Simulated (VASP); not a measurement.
**Sc: relaxation of cell and atoms with PBE**

The system is Sc.

```
Sc
1.0
     3.02000    0.00000    0.00000
     0.00000    3.02000    0.00000
     0.00000    0.00000    3.02000
Sc
1
Direct
  0.00000 0.00000 0.00000
```

This isn't the form of Sc at room conditions, which is hcp.

```yaml
Program: VASP 6.6.1
Task: relaxation of cell and atoms
Functional: PBE
Potentials_or_basis: VASP PAW PBE potentials, release 64 (Sc_sv)
Cutoff: 600 eV
k_mesh: 14 × 14 × 14
Occupations: gaussian, width 0.05 eV
Spin: no spin polarisation
Target_pressure: 20 GPa
Dipole_correction: no
Further_INCAR_settings: ALGO = Normal; EDIFF = 1e-07; IBRION = 2; EDIFFG = -0.01; NSW = 80; ISIF = 3
```

```yaml
Relaxed_volume: 18.59 Å³/atom
Relaxed_cell: a = 2.649 Å, b = 2.649 Å, c = 2.649 Å, α = 90.00°, β = 90.00°, γ = 90.00°
Space_group_after_relaxing_to_0.1_Å: Pm-3m (No. 221)
Energy_change_on_relaxing_the_run_minimises_the_enthalpy: +370.5 meV/atom
Ionic_steps: 6
Pressure_after_relaxing: 20.0 GPa
Band_gap_on_the_k_mesh: zero (an odd number of electrons rules out a gap without spin polarisation)
```

Step by step:
```tsv
step	energy change (eV)	largest force (eV/Å)	pressure (GPa)	volume (Å³)
1	0.0000	0.0000	-1.82	27.54
2	1.0303	0.0000	43.89	15.13
3	0.3591	0.0000	19.57	18.69
4	0.3783	0.0000	20.29	18.53
5	0.3677	0.0000	19.89	18.62
6	0.3705	0.0000	19.99	18.59
```

Final structure:
```xyz
1
Lattice="2.6492 0.0000 0.0000 0.0000 2.6492 0.0000 0.0000 0.0000 2.6492" Properties=species:S:1:pos:R:3 pbc="T T T"
Sc    0.0000    0.0000    0.0000
```

Levels at points of the mesh, in eV from the Fermi level:
```tsv
k point	band 1	band 2	band 3	band 4	band 5	band 6	band 7	band 8	band 9
(0.00, 0.00, 0.00)	-49.21	-27.14	-27.14	-27.14	-5.50	-0.97	-0.97	5.32	5.32
(0.50, 0.00, 0.00)	-48.99	-28.52	-27.01	-27.01	-1.46	-0.07	-0.03	2.90	2.90
(0.50, 0.50, 0.00)	-48.78	-28.28	-28.28	-26.89	-2.95	0.52	3.47	3.47	5.61
(0.50, 0.50, 0.50)	-48.59	-28.08	-28.08	-28.08	-1.11	-1.11	-1.11	6.86	6.86
```

It took 96 s on 1 thread of Intel Xeon 8259CL, with other jobs on the host, peak memory 0.18 GiB.

Caveat: the cell is relaxed towards a set pressure, so the run minimises the enthalpy, not the energy; the volume moved by over 15 % at a fixed basis, so the end points are rough.
